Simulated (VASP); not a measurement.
# Be (P6_3/mmc) in VASP: electric field gradients with PBE

Aim: the electric field gradients of Be with PBE.

Program: VASP 6.6.1. These are calculated values, not measurements. Logs are shortened: lines on timing, memory, paths and dates and some standing lists are left out, and cuts for length are marked.

### 1 The cell of the first run

It takes space group P6_3/mmc (No. 194, hexagonal). Conventional cell: a = 2.254 Å, b = 2.254 Å, c = 3.601 Å, α = 90.00°, β = 90.00°, γ = 120.00°. Within 2.9 Å of Be (site symmetry -6m2) lie 12 Be at 2.22 to 2.25 Å.

### 2 Electric field gradients, PBE (x and y stretched by -2 %, z held)

Input file INCAR:

```
  ALGO = Normal
  EDIFF = 1E-8
  ENCUT = 520
  GGA = PE
  ISIF = 2
  ISMEAR = -1
  LASPH = True
  LCHARG = False
  LEFG = True
  LREAL = False
  LWAVE = False
  NBANDS = 9
  NELM = 100
  PREC = Accurate
  SIGMA = 0.05
```

Input file KPOINTS:

```
k-points
0
Gamma
  16 16 9
```

Input file POSCAR:

```
Be
1.0
    2.2535119452      0.0000000000      0.0000000000
   -1.1267559726      1.9515985923      0.0000000000
    0.0000000000      0.0000000000      3.6009000000
Be
2
Direct
    0.3333333333      0.6666666667      0.2500000000
    0.6666666667      0.3333333333      0.7500000000
```

Potentials or basis: VASP PAW PBE potentials, release 64 (Be).

Run with:

```sh
> cat potpaw_PBE.64/Be/POTCAR > POTCAR
> mpirun -np 1 vasp_std > vasp.out
```

OUTCAR:

```text
EDIFF = 1E-8
   ENCUT = 520
   GGA = PE
   ISIF = 2
   ISMEAR = -1
   LASPH = True
   LREAL = False
   NELM = 100
   PREC = Accurate

 ion  position               nearest neighbor table
   1  0.333  0.667  0.250-   2 2.22   2 2.22   2 2.22   2 2.22   2 2.22   2 2.22
   2  0.667  0.333  0.750-   1 2.22   1 2.22   1 2.22   1 2.22   1 2.22   1 2.22

  LATTYP: Found a hexagonal cell.
 ALAT       =     2.2535119452
 C/A-ratio  =     1.5979058854

  Lattice vectors:

 A1 = (   2.2535119452,   0.0000000000,   0.0000000000)
 A2 = (  -1.1267559726,   1.9515985923,   0.0000000000)
 A3 = (   0.0000000000,   0.0000000000,   3.6009000000)

Analysis of symmetry for initial positions (statically):
=====================================================================
 Subroutine PRICEL returns:
 Original cell was already a primitive cell.

 Routine SETGRP: Setting up the symmetry group for a
 hexagonal supercell.

 Subroutine GETGRP returns: Found 24 space group operations
 (whereof 12 operations were pure point group operations)
 out of a pool of 24 trial point group operations.

The static configuration has the point symmetry D_3d.
 The point group associated with its full space group is D_6h.

Analysis of symmetry for dynamics (positions and initial velocities):
=====================================================================
 Subroutine PRICEL returns:
 Original cell was already a primitive cell.

 Routine SETGRP: Setting up the symmetry group for a
 hexagonal supercell.

 Subroutine GETGRP returns: Found 24 space group operations
 (whereof 12 operations were pure point group operations)
 out of a pool of 24 trial point group operations.

The dynamic configuration has the point symmetry D_3d.
 The point group associated with its full space group is D_6h.

 Subroutine INISYM returns: Found 24 space group operations
 (whereof 12 operations are pure point group operations),
 and found     1 'primitive' translations

----------------------------------------------------------------------------------------

                                     Primitive cell

  volume of cell :      15.8366

  direct lattice vectors                    reciprocal lattice vectors
[... 125 lines left out ...]
 number of electron       4.0000000 magnetization

 Free energy of the ion-electron system (eV)
  ---------------------------------------------------
  ext. energy  EPLUGINS =         0.00000000
  ---------------------------------------------------
  free energy    TOTEN  =        -7.53524957 eV

  energy without entropy =       -7.53419978  energy(sigma->0) =       -7.53472468

 E-fermi :   6.9682     XC(G=0): -10.6011

 val. band max:        6.7487951658   @ k =   0.3125   0.3125   0.3333
 cond. band min:       6.9866700615   @ k =   0.3125   0.0625   0.0000
 fundamental gap:      0.2378748957
 Fermi energy:         6.9682163192

 k-point     1 :       0.0000    0.0000    0.0000
  band No.  band energies     occupation
      1      -4.3309      2.00000
      2       2.4424      2.00000
      3       7.8699      0.00000
      4      23.2865      0.00000
      5      23.2865      0.00000
      6      26.0503      0.00000
      7      26.0503      0.00000
      8      27.5800      0.00000
      9      34.2732      0.00000
[... 265 lines left out ...]
 k-point    24 :       0.2500    0.1875    0.0000
  band No.  band energies     occupation
      1      -0.1200      2.00000
      2       7.8524      0.00000
      3       8.0049      0.00000
      4      10.9989      0.00000
      5      14.6392      0.00000
      6      18.9569      0.00000
      7      21.6504      0.00000
      8      22.7782      0.00000
      9      24.0786      0.00000

 [... further k-points ...]
[... 5 lines left out ...]
  --------------------------------------------------------------------------------------
  -------------------------------------------------------------------------------------
  Total        0.1965969      0.1965969     -0.4336305      0.0000000      0.0000000      0.0000000
  in kB       19.8895871     19.8895871    -43.8701409      0.0000000      0.0000000      0.0000000
  external PRESSURE =      -1.3636555 kB  Pullay stress =       0.0000000 kB

 VOLUME and BASIS-vectors are now :
 -----------------------------------------------------------------------------
  energy-cutoff  :      520.00
  volume of cell :       15.84
      direct lattice vectors                 reciprocal lattice vectors
     2.253511945  0.000000000  0.000000000     0.443751808  0.256200226  0.000000000
    -1.126755973  1.951598592  0.000000000     0.000000000  0.512400452  0.000000000
     0.000000000  0.000000000  3.600900000     0.000000000  0.000000000  0.277708351

 POSITION                                       TOTAL-FORCE (eV/Angst)
 -----------------------------------------------------------------------------------
     -0.00000      1.30107      0.90023         0.000000     -0.000000      0.000000
      1.12676      0.65053      2.70068        -0.000000      0.000000      0.000000
 -----------------------------------------------------------------------------------
    total drift:                                0.000000     -0.000000      0.000000

  FREE ENERGIE OF THE ION-ELECTRON SYSTEM (eV)
  ---------------------------------------------------
  free  energy   TOTEN  =        -7.5352495735 eV

  energy  without entropy=       -7.5341997767  energy(sigma->0) =       -7.53472468

 Electric field gradients (V/A^2)
---------------------------------------------------------------------
 ion       V_xx      V_yy      V_zz      V_xy      V_xz      V_yz
---------------------------------------------------------------------
   1       0.113     0.113    -0.226     0.000    -0.000     0.000
   2       0.113     0.113    -0.226     0.000     0.000    -0.000
---------------------------------------------------------------------

 Electric field gradients after diagonalization (V/A^2)
 (convention: |V_zz| > |V_xx| > |V_yy|)
----------------------------------------------------------------------
 ion       V_xx      V_yy      V_zz     asymmetry (V_yy - V_xx)/ V_zz
----------------------------------------------------------------------
   1       0.113     0.113    -0.226       0.000
   2       0.113     0.113    -0.226       0.000
----------------------------------------------------------------------

           NMR quadrupolar parameters

 Cq : quadrupolar parameter    Cq=e*Q*V_zz/h
 eta: asymmetry parameters     (V_yy - V_xx)/ V_zz
 Q  : nuclear electric quadrupole moment in mb (millibarn)
----------------------------------------------------------------------
 ion       Cq(MHz)       eta       Q (mb)
----------------------------------------------------------------------
   1      -0.001       0.000       1.000
   2      -0.001       0.000       1.000
----------------------------------------------------------------------
```

stdout:

```text
POSCAR found type information on POSCAR Be
 POSCAR found :  1 types and       2 ions
 scaLAPACK will be used
 LDA part: xc-table for (Slater+PW92), standard interpolation
 POSCAR, INCAR and KPOINTS ok, starting setup
 FFT: planning ... GRIDC
 FFT: planning ... GRID_SOFT
 FFT: planning ... GRID
 WAVECAR not read
 entering main loop
ion   1

ion   2
```

Wall time 10 s (1 thread of Intel Xeon 6975P-C (Granite Rapids), shared host); peak memory 0.13 GiB.

What came out:

| Quantity | Value |
| --- | --- |
| Free energy | -7.5352 eV |
| Pressure | -0.1 GPa |
| Band gap on the k mesh | zero (band 2 reaches 7.85 eV, above the bottom of band 3 at 6.44 eV) |

Stress tensor (GPa, compression positive):
```
 1.99  0.00  0.00
 0.00  1.99  0.00
 0.00  0.00 -4.39
```

Levels at points of the mesh, in eV from the Fermi level:
```
           k point  band 1  band 2  band 3  band 4  band 5
(0.00, 0.00, 0.00)  -11.30   -4.53    0.90   16.32   16.32
(0.50, 0.00, 0.00)   -4.91   -3.03    3.65    6.48    6.62
```

Caveat: the cell differs from its parent crystal (x and y stretched by -2 %, z held); without QUAD_EFG the Cq values of the log hold for a quadrupole moment of 1 mb, not for the nuclei.
